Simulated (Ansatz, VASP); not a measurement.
# HfB2: VASP beside Ansatz

```
Hf B
1.0
     3.14000    0.03140    0.03140
    -1.54281    2.70362    0.01149
     0.03480    0.03480    3.48000
Hf B
1 2
Direct
  0.00000 0.00000 0.00000
  0.33333 0.66667 0.50000
  0.66667 0.33333 0.50000
```

Change from the starting cell: equal xy, yz and zx shear strains of +2 %.

Alike in both runs: task single point; functional PBEsol; k mesh 13 × 13 × 11; occupations fermi-dirac, width 0.05 eV; no spin polarisation.

|  | VASP | Ansatz |
| --- | --- | --- |
| version | VASP 6.6.1 | Ansatz 0.2.0 |
| potentials or method | VASP PAW PBE potentials, release 64 (Hf_pv, B), cutoff 520 eV | all-electron LAPW, scalar-relativistic |

```csv
,VASP,Ansatz,Ansatz less VASP
pressure (GPa),-4.1,-3.9,+0.16
"traceless stress, the component that is largest in VASP (GPa)",-5.31,-5.28,+0.031
rms of the force components (eV/Å),0.007,0.007,+0.0005
```

VASP's potentials were made for PBE, not for PBEsol. Atom by atom the forces differ by 0.001 eV/Å (rms over components). Ansatz ran all-electron here, and VASP with PAW potentials.

Spin-orbit coupling is off throughout.
